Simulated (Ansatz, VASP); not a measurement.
# Two plane-wave programs on SnTe

Contents of INCAR:

```
SYSTEM = SnTe
  PREC = Accurate
  ENCUT = 520
  EDIFF = 1E-6
  ISMEAR = 0
  SIGMA = 0.05
  LREAL = .FALSE.
  LASPH = .TRUE.
  NELM = 80
  ALGO = Normal
  ISIF = 2
  LWAVE = .FALSE.
  LCHARG = .TRUE.
  GGA = PE
  LELF = .TRUE.
  LVHAR = .TRUE.
  NBANDS = 17
```

The input KPOINTS:

```
regular mesh
0
G
  8 8 8
  0 0 0
```

File POSCAR:

```
SnTe
1.0
    0.0000000000      3.5975319796      3.5975319796
    3.5975319796      0.0000000000      3.5975319796
    3.5975319796      3.5975319796      0.0000000000
Sn Te
1 1
Direct
    0.0000000000      0.0000000000      0.0000000000
    0.7500000000      0.7500000000      0.7500000000
```

Input for Ansatz:

```yaml
crystal:
  lattice:
    - [0.0, 3.5975319796, 3.5975319796]
    - [3.5975319796, 0.0, 3.5975319796]
    - [3.5975319796, 3.5975319796, 0.0]
  atoms:
    - { symbol: Sn, position: [0.0, 0.0, 0.0] }
    - { symbol: Te, position: [0.75, 0.75, 0.75] }
basis:
  ecutwfc: 420
kpoints:
  mp_grid: { grid: [8, 8, 8] }
hamiltonian:
  xc: pbe
scf:
  occupations: { method: gaussian, width: 0.05 }
output:
  forces: true
  stress: true
  eigenvalues: true
```

Alike in both runs: task single point; functional PBE; k mesh 8 × 8 × 8; occupations gaussian, width 0.05 eV; no spin polarisation.

|  | VASP | Ansatz |
| --- | --- | --- |
| version | VASP 6.6.1 | Ansatz 0.2.0 |
| potentials or method | VASP PAW PBE potentials, release 64 (Sn_d, Te), cutoff 520 eV | scalar-relativistic, plane waves, PAW |
| valence electrons in the cell | 20 | 30 |

|  | VASP | Ansatz | Ansatz less VASP |
| --- | --- | --- | --- |
| gap on the k mesh at the Fermi level (eV) | 0.06 | 0.06 | +0.002 |
| least direct gap on the mesh (eV) | 0.78 | 0.79 | +0.001 |
| pressure (GPa) | 0.2 | 0.2 | +0.02 |

With one functional, cell and mesh, what is left measures potentials, basis and numerics. VASP's potentials hold 20 valence electrons a cell and Ansatz's 30, so a difference there can come from the potentials and not from the codes.

Neither program's run includes spin-orbit coupling.
